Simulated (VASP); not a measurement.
Write the native input for VASP 6.6.1 that does the following.

```
Task                   : single point
Functional             : PBE
Potentials or basis    : VASP PAW PBE potentials, release 64 (Ta_pv, Si)
Cutoff                 : 520 eV
k mesh                 : 9 × 9 × 6
Occupations            : gaussian, width 0.15 eV
Spin                   : no spin polarisation
Dipole correction      : no
Further INCAR settings : ALGO = Normal; EDIFF = 1e-06; NBANDS = 38
```

The structure of TaSi2 lies in POSCAR:

```
TaSi2
1.0
    4.8060235202      0.0000000000      0.0000000000
   -2.4030117601      4.1621384597      0.0000000000
    0.0000000000      0.0000000000      6.5995345254
Ta Si
3 6
Direct
    0.5000000000      0.0000000000      0.0000000000
    0.5000000000      0.5000000000      0.6666666667
    0.0000000000      0.5000000000      0.3333333333
    0.1589152396      0.3178304793      0.0000000000
    0.8410847604      0.1589152396      0.6666666667
    0.6821695207      0.8410847604      0.3333333333
    0.8410847604      0.6821695207      0.0000000000
    0.1589152396      0.8410847604      0.6666666667
    0.3178304793      0.1589152396      0.3333333333
```

One way to write it, as run:

INCAR

```
ALGO     = Normal         # electronic algorithm
EDIFF    = 1E-6           # SCF threshold, eV
ENCUT    = 520            # plane-wave cutoff, eV
GGA      = PE             # functional
ISIF     = 2              # what is computed and relaxed
ISMEAR   = 0              # smearing method
LASPH    = T              # aspherical terms in the spheres
LCHARG   = F              # write CHGCAR
LREAL    = F              # projectors in reciprocal space
LWAVE    = F              # write WAVECAR
NBANDS   = 38             # bands
NELM     = 60             # most SCF steps
PREC     = Accurate       # precision mode
SIGMA    = 0.15           # smearing width, eV
```

KPOINTS

```
k-points
0
Gamma
  9 9 6
```

Potentials or basis: VASP PAW PBE potentials, release 64 (Ta_pv, Si).

Launch:

```sh
$ cat potpaw_PBE.64/Ta_pv/POTCAR potpaw_PBE.64/Si/POTCAR > POTCAR
$ mpirun -np 1 vasp_std > vasp.out
```

Results of the run:

The pressure is 0.0 GPa and the largest force is 0.006 eV/Å. The band gap on the k mesh is zero (an odd number of electrons rules out a gap without spin polarisation).

Caveat: spin-orbit coupling is left out, which moves the levels of the heavy elements.

Wall time 2.1 min on 1 thread of AMD EPYC 9R45 96-Core Processor (Zen 5), with other jobs on the host, peak memory 0.32 GiB.
